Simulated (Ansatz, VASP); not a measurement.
# SrTiTe3: VASP beside Ansatz

```
CELL_PARAMETERS angstrom
5.44799 0.00000 0.00000
0.00000 5.44799 0.00000
0.00000 0.00000 5.44799
ATOMIC_POSITIONS crystal
Sr 0.50000 0.50000 0.50000
Ti 0.00000 0.00000 0.00000
Te 0.00000 0.00000 0.50000
Te 0.00000 0.50000 0.00000
Te 0.50000 0.00000 0.00000
```

Change from the starting cell: species swapped into the KCrF3 type (P4/mmm, No. 123).

Alike in both runs: functional PBE; k mesh 8 × 8 × 8; occupations gaussian, width 0.1 eV; no spin polarisation.

Ansatz relaxed the structure, and its values are those at the end. VASP's run is a single point on that final structure, the one shown.

|  | VASP | Ansatz |
| --- | --- | --- |
| version | VASP 6.6.1 | Ansatz 0.2.0 |
| potentials or method | VASP PAW PBE potentials, release 64 (Sr_sv, Ti_sv, Te), cutoff 520 eV | scalar-relativistic, plane waves, PAW |
| valence electrons in the cell | 40 | 70 |

```tsv
	VASP	Ansatz	Ansatz less VASP
gap on the k mesh at the Fermi level (eV)	none	none	-
pressure (GPa)	0.0	0.0	-0.02
```

A gap of «none» marks a metal or a gap that the smearing closes. With one functional, cell and mesh, what is left measures potentials, basis and numerics. VASP's potentials hold 40 valence electrons a cell and Ansatz's 70, so a difference there can come from the potentials and not from the codes.

Neither program's run includes spin-orbit coupling.
